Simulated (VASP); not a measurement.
# AlGaAs2 (P-4m2) in VASP: a series of runs, part 2 of 2

VASP 6.6.1. Earlier steps stand in the parts before.

## 4. Single point, LDA

This run uses another cell than the first one, of 22.15 Å³/atom, 1.350 times its volume.

Contents of INCAR:

```
ALGO     = Normal         # electronic algorithm
EDIFF    = 1E-6           # SCF threshold, eV
ENCUT    = 520            # plane-wave cutoff, eV
GGA      = CA             # functional
ISIF     = 2              # what is computed and relaxed
ISMEAR   = 0              # smearing method
LASPH    = True           # aspherical terms in the spheres
LCHARG   = False          # write CHGCAR
LREAL    = False          # projectors in reciprocal space
LWAVE    = False          # write WAVECAR
NBANDS   = 21             # bands
NELM     = 100            # most SCF steps
PREC     = Accurate       # precision mode
SIGMA    = 0.02           # smearing width, eV
```

Contents of KPOINTS:

```
k-points
0
Gamma
  8 8 6
```

Contents of POSCAR:

```
AlGaAs2
1.0
    3.9736706591      0.0000000000      0.0000000000
    0.0000000000      3.9736706591      0.0000000000
    0.0000000000      0.0000000000      5.6116280485
Al Ga As
1 1 2
Direct
    0.5000000000      0.5000000000      0.5000000000
    0.0000000000      0.0000000000      0.0000000000
    0.5000000000      0.0000000000      0.7501966884
    0.0000000000      0.5000000000      0.2498033116
```

Command:

```
> cat potpaw_LDA.64/Al/POTCAR potpaw_LDA.64/Ga_d/POTCAR potpaw_LDA.64/As/POTCAR > POTCAR
> mpirun -np 1 vasp_std > vasp.out
```

Wall time 38 s (1 thread of Intel Xeon 6975P-C (Granite Rapids), shared host); peak memory 0.24 GiB.

The run converged. Its results:

- Free energy: -20.1366 eV
- Pressure: 0.4 GPa
- Largest force: 0.003 eV/Å
- Band gap on the k mesh: 1.04 eV, indirect (least direct gap 1.08 eV)

Forces in eV/Å, atoms in the order of the input:
```
Al   0.000  0.000  0.000
Ga   0.000  0.000  0.000
As   0.000  0.000  0.003
As   0.000  0.000 -0.003
```

Levels at points of the mesh, in eV from the valence-band top:
```
           k point  band 9  band 10  band 11  band 12  band 13  band 14  band 15  band 16  band 17  band 18
(0.00, 0.00, 0.00)   -2.50    -2.50    -0.04     0.00     0.00     1.08     1.37     2.08     3.98     3.98
(0.50, 0.00, 0.00)   -4.76    -3.23    -3.21    -1.09    -1.09     2.88     3.15     5.59     5.72     5.79
(0.50, 0.50, 0.00)   -5.69    -2.52    -2.49    -2.49    -2.45     1.31     1.31     1.40     2.34    10.15
(0.00, 0.00, 0.50)   -3.27    -1.68    -1.68    -1.44    -1.44     1.96     2.34     3.46     3.54     6.48
(0.50, 0.00, 0.50)   -5.93    -1.04    -1.03    -0.98    -0.96     1.04     2.02     4.46     4.46     4.74
(0.50, 0.50, 0.50)   -5.38    -3.57    -3.37    -3.19    -3.19     4.42     4.42     4.89     5.47     5.60
```

A k mesh can miss the band edges. Expect the measured gap to be larger: semilocal functionals such as LDA lack the derivative discontinuity.

## 5. Single point, LDA

This run uses another cell than the first one, of 22.15 Å³/atom, 1.350 times its volume.

Contents of INCAR:

```
SYSTEM = AlGaAs2
ALGO = Normal ; EDIFF = 1E-6
ENCUT = 520 ; ISIF = 2
ISMEAR = 0 ; LASPH = .TRUE.
LCHARG = .FALSE. ; LREAL = .FALSE.
LWAVE = .FALSE. ; NBANDS = 21
NELM = 80 ; PREC = Accurate
SIGMA = 0.02
```

Contents of KPOINTS:

```
k-points
0
G
  8 8 6
  0 0 0
```

POSCAR is that of step 4.

Command:

```
> cat potpaw_LDA.64/Al/POTCAR potpaw_LDA.64/Ga_d/POTCAR potpaw_LDA.64/As/POTCAR > POTCAR
> mpirun -np 1 vasp_std > vasp.out
```

Run time: 35 s. Hardware: 1 thread of Intel Xeon 6975P-C (Granite Rapids), shared host; peak memory 0.24 GiB.

It converged, with:

| Item | Value |
| --- | --- |
| Free energy | -20.1366 eV |
| Pressure | 0.4 GPa |
| Largest force | 0.003 eV/Å |
| Band gap on the k mesh | 1.04 eV, indirect (least direct gap 1.08 eV) |

Forces on the atoms (eV/Å):
```
Al   0.000  0.000  0.000
Ga   0.000  0.000  0.000
As   0.000  0.000  0.003
As   0.000  0.000 -0.003
```

Levels at points of the mesh, in eV from the valence-band top:
```
           k point  band 11  band 12  band 13  band 14  band 15  band 16
(0.00, 0.00, 0.00)    -0.04     0.00     0.00     1.08     1.37     2.08
(0.50, 0.00, 0.00)    -3.21    -1.09    -1.09     2.88     3.15     5.59
(0.50, 0.50, 0.00)    -2.49    -2.49    -2.45     1.31     1.31     1.40
(0.00, 0.00, 0.50)    -1.68    -1.44    -1.44     1.96     2.34     3.46
(0.50, 0.00, 0.50)    -1.03    -0.98    -0.96     1.04     2.02     4.46
(0.50, 0.50, 0.50)    -3.37    -3.19    -3.19     4.42     4.42     4.89
```

## 6. Relaxation of cell and atoms, LDA

Contents of INCAR:

```
SYSTEM = AlGaAs2
ALGO = Normal
EDIFF = 1E-6
EDIFFG = -0.05
ENCUT = 600
IBRION = 2
ISIF = 3
ISMEAR = 0
LASPH = .True.
LCHARG = .False.
LREAL = .False.
LWAVE = .False.
NELM = 100
NSW = 80
PREC = Accurate
SIGMA = 0.1
```

Contents of KPOINTS:

```
k-points
0
Gamma
  6 6 4
  0 0 0
```

Contents of POSCAR:

```
AlGaAs2
1.0
    3.5995275633      0.0000000000      0.0000000000
    0.0000000000      3.5995275633      0.0000000000
    0.0000000000      0.0000000000      5.0658318495
Al Ga As
1 1 2
Direct
    0.5000000000      0.5000000000      0.5000000000
    0.0000000000      0.0000000000      0.0000000000
    0.5000000000      0.0000000000      0.7400513254
    0.0000000000      0.5000000000      0.2599486746
```

Potentials or basis: VASP PAW LDA potentials, release 64 (Al, Ga_d, As).

Command:

```
> cat potpaw_LDA.64/Al/POTCAR potpaw_LDA.64/Ga_d/POTCAR potpaw_LDA.64/As/POTCAR > POTCAR
> mpirun -np 1 vasp_std > vasp.out
```

Run time: 73 s. Hardware: 1 thread of Intel Xeon 6975P-C (Granite Rapids), shared host; peak memory 0.19 GiB.

The run converged. Its results:

- Free energy: -20.1239 eV
- Relaxed volume: 22.30 Å³/atom
- Relaxed cell: a = 3.988 Å, b = 3.988 Å, c = 5.608 Å, α = 90.00°, β = 90.00°, γ = 90.00°
- Space group after relaxing (to 0.05 Å): P-4m2 (No. 115)
- Energy gained by relaxing: 631.8 meV/atom
- Ionic steps: 8
- Pressure after relaxing: -0.1 GPa
- Largest force after relaxing: 0.008 eV/Å
- Band gap on the k mesh: 1.02 eV, indirect (least direct gap 1.04 eV)

Forces in eV/Å, atoms in the order of the input:
```
Al   0.000  0.000  0.000
Ga   0.000  0.000  0.000
As   0.000  0.000 -0.008
As   0.000  0.000  0.008
```

Stress tensor (GPa, compression positive):
```
-0.16  0.00  0.00
 0.00 -0.16  0.00
 0.00  0.00 -0.06
```

The path:
```csv
step,energy change (eV),largest force (eV/Å),pressure (GPa),volume (Å³)
1,0.0000,1.2306,44.23,65.64
2,-1.1642,0.1287,-11.13,118.76
3,-2.5211,0.2182,-0.70,89.88
4,-2.5225,0.2295,-0.30,89.34
5,-2.5224,0.2405,0.14,88.82
6,-2.5259,0.1117,0.24,88.73
7,-2.5267,0.0058,0.30,88.65
8,-2.5270,0.0084,-0.13,89.20
```

Final structure:
```
Al Ga As
1.0
     3.98809    0.00000    0.00000
     0.00000    3.98809    0.00000
     0.00000    0.00000    5.60847
Al Ga As
1 1 2
Direct
  0.50000 0.50000 0.50000
  0.00000 0.00000 0.00000
  0.50000 0.00000 0.75026
  0.00000 0.50000 0.24974
```

Levels at points of the mesh, in eV from the valence-band top:
| k point | band 11 | band 12 | band 13 | band 14 | band 15 | band 16 |
| --- | --- | --- | --- | --- | --- | --- |
| (0.00, 0.00, 0.00) | -0.02 | 0.00 | 0.00 | 1.04 | 1.37 | 2.05 |
| (0.50, 0.00, 0.00) | -3.16 | -1.10 | -1.09 | 2.85 | 3.13 | 5.60 |
| (0.50, 0.50, 0.00) | -2.46 | -2.46 | -2.42 | 1.33 | 1.33 | 1.43 |
| (0.00, 0.00, 0.50) | -1.67 | -1.44 | -1.44 | 1.94 | 2.33 | 3.45 |
| (0.50, 0.00, 0.50) | -1.01 | -0.99 | -0.93 | 1.02 | 2.00 | 4.45 |
| (0.50, 0.50, 0.50) | -3.34 | -3.16 | -3.16 | 4.45 | 4.45 | 4.89 |

Caveat: the volume moved by over 15 % at a fixed basis, so the end points are rough; the relaxation stopped at a loose force limit of 0.05 eV/Å, so its end isn't a converged minimum.

## 7. Summary

| task | cell | k mesh | cutoff (eV) | smearing | gap on the mesh (eV) | pressure (GPa) | largest force (eV/Å) |
| --- | --- | --- | --- | --- | --- | --- | --- |
| single point | a = 3.600, b = 3.600, c = 5.066 Å, 4 atoms | 6 × 6 × 4 | 520 | gaussian 0.1 eV | 0.60 | 44.3 | 1.23 |
| single point | a = 3.976, b = 3.976, c = 5.601 Å, 4 atoms | 6 × 6 × 4 | 520 | gaussian 0.1 eV | 1.04 | 0.4 | - |
| single point | a = 3.974, b = 3.974, c = 5.612 Å, 4 atoms | 8 × 8 × 6 | 520 | gaussian 0.02 eV | 1.04 | 0.4 | - |
| relaxation of cell and atoms | relaxed from a = 3.600, b = 3.600, c = 5.066 Å, 4 atoms | 6 × 6 × 4 | 600 | gaussian 0.1 eV | 1.02 | -0.1 | 0.01 |

Alike in all rows: level LDA; potentials or basis VASP PAW LDA potentials, release 64 (Al, Ga_d, As); no spin polarisation.

Caveats: forces of over 1 eV/Å act on the atoms, so gaps and moduli don't describe the material at rest (some runs); the volume moved by over 15 % at a fixed basis, so the end points are rough (some runs); the relaxation stopped at a loose force limit of 0.05 eV/Å, so its end isn't a converged minimum (some runs).

Absolute energies hang on the potentials; compare differences alone.
